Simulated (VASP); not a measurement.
A run of VASP 6.6.1:

INCAR

```
SYSTEM = AlGa2As3
PREC = Accurate
ENCUT = 520
EDIFF = 1E-6
ISMEAR = 0
SIGMA = 0.1
LREAL = .False.
LASPH = .True.
NELM = 100
ALGO = Normal
ISIF = 2
LWAVE = .False.
LCHARG = .False.
GGA = PE
NBANDS = 31
```

Contents of KPOINTS:

```
Automatic mesh
0
Gamma
  6 6 2
  0 0 0
```

File POSCAR:

```
AlGa2As3
1.0
    4.0590980000      0.0000000000      0.0000000000
   -2.0295490000      3.5152820000      0.0000000000
    0.0000000000      0.0000000000      9.9397769000
Al Ga As
1 2 3
Direct
    0.3333333000      0.6666667000      0.6671640000
    0.0000000000      0.0000000000      0.9997730000
    0.6666667000      0.3333333000      0.3332700000
    0.6666667000      0.3333333000      0.0833550000
    0.3333333000      0.6666667000      0.4174020000
    0.0000000000      0.0000000000      0.7490350000
```

Potentials or basis: VASP PAW PBE potentials, release 64 (Al, Ga_d, As).

The run is started by

```sh
$ cat potpaw_PBE.64/Al/POTCAR potpaw_PBE.64/Ga_d/POTCAR potpaw_PBE.64/As/POTCAR > POTCAR
$ mpirun -np 1 vasp_std > vasp.out
```

Hardware: 1 thread of Intel(R) Xeon(R) Platinum 8259CL CPU @ 2.50GHz (Skylake/Cascade Lake), with other jobs on the host.

**Question.** How long does it take, and how much memory?

**Answer.** Wall time 61 s on 1 thread of Intel(R) Xeon(R) Platinum 8259CL CPU @ 2.50GHz (Skylake/Cascade Lake) (shared host), peak memory 0.27 GiB. Counts: scf iterations 14, k points 14.
